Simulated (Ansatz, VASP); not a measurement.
## Two plane-wave programs on SnO2

The input INCAR:

```
SYSTEM = SnO2
PREC = Accurate ; ENCUT = 520
EDIFF = 1E-6 ; ISMEAR = 0
SIGMA = 0.05 ; LREAL = .FALSE.
LASPH = .TRUE. ; NELM = 60
ALGO = Normal ; ISIF = 2
LWAVE = .FALSE. ; LCHARG = .FALSE.
GGA = CA ; NBANDS = 35
```

Contents of KPOINTS:

```
Automatic mesh
0
G
  6 6 8
  0 0 0
```

Contents of POSCAR:

```
SnO2
1.0
    4.4907696718      0.0000000000      0.0000000000
    0.0000000000      4.4913213421      0.0000000000
    0.0000000000      0.0000000000      3.0339885145
Sn O
2 4
Direct
    0.5000000000      0.5000000000      0.5000000000
    0.0000000000      0.0000000000      0.0000000000
    0.3059833077      0.3061758397      0.0000000000
    0.8059833077      0.1938241603      0.5000000000
    0.1940166923      0.8061758397      0.5000000000
    0.6940166923      0.6938241603      0.0000000000
```

Input for Ansatz:

```yaml
crystal:
  lattice:
    - [4.4907696718, 0.0, 0.0]
    - [0.0, 4.4913213421, 0.0]
    - [0.0, 0.0, 3.0339885145]
  atoms:
    - { symbol: Sn, position: [0.5, 0.5, 0.5] }
    - { symbol: Sn, position: [0.0, 0.0, 0.0] }
    - { symbol: O, position: [0.3059833077, 0.3061758397, 0.0] }
    - { symbol: O, position: [0.8059833077, 0.1938241603, 0.5] }
    - { symbol: O, position: [0.1940166923, 0.8061758397, 0.5] }
    - { symbol: O, position: [0.6940166923, 0.6938241603, 0.0] }
basis:
  ecutwfc: 520.0
kpoints:
  mp_grid: { grid: [6, 6, 8] }
hamiltonian:
  xc: lda
scf:
  occupations: { method: gaussian, width: 0.05 }
output:
  forces: true
  stress: true
  eigenvalues: true
```

Alike in both runs: task single point; functional LDA; k mesh 6 × 6 × 8; occupations gaussian, width 0.05 eV; no spin polarisation.

```csv
,VASP,Ansatz
version,VASP 6.6.1,Ansatz 0.2.0
potentials or method,"VASP PAW LDA potentials, release 64 (Sn_d, O), cutoff 520 eV","scalar-relativistic, plane waves, PAW"
valence electrons in the cell,52,52
```

|  | VASP | Ansatz | Ansatz less VASP |
| --- | --- | --- | --- |
| gap on the k mesh at the Fermi level (eV) | 3.14 | 3.10 | -0.040 |
| least direct gap on the mesh (eV) | 3.14 | 3.10 | -0.040 |
| rms of the force components (eV/Å) | 0.311 | 0.295 | -0.0160 |

LDA's correlation is that of Perdew and Zunger in VASP and of Perdew and Wang (1992) in Ansatz. Atom by atom the forces differ by 0.016 eV/Å (rms over components).
